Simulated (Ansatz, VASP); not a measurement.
# One calculation of Si3Ag, two programs

```
CELL_PARAMETERS angstrom
-2.57430 2.57430 2.57430
2.57430 -2.57430 2.57430
2.57430 2.57430 -2.57430
ATOMIC_POSITIONS crystal
Si 0.00000 0.50000 0.50000
Si 0.50000 0.00000 0.50000
Si 0.50000 0.50000 0.00000
Ag 0.00000 0.00000 0.00000
```

Alike in both runs: functional PBE; k mesh 12 × 12 × 12; occupations gaussian, width 0.1 eV; no spin polarisation.

Ansatz relaxed the structure, and its values are those at the end. VASP's run is a single point on that final structure, the one shown.

```csv
,VASP,Ansatz
version,VASP 6.6.1,Ansatz 0.2.0
potentials or method,"VASP PAW PBE potentials, release 64 (Si, Ag), cutoff 520 eV","scalar-relativistic, plane waves, PAW"
valence electrons in the cell,23,31
```

|  | VASP | Ansatz | Ansatz less VASP |
| --- | --- | --- | --- |
| gap on the k mesh at the Fermi level (eV) | none | none | - |
| pressure (GPa) | 0.0 | 0.0 | +0.06 |

A gap of «none» marks a metal or a gap that the smearing closes. VASP's potentials hold 23 valence electrons a cell and Ansatz's 31, so a difference there can come from the potentials and not from the codes.
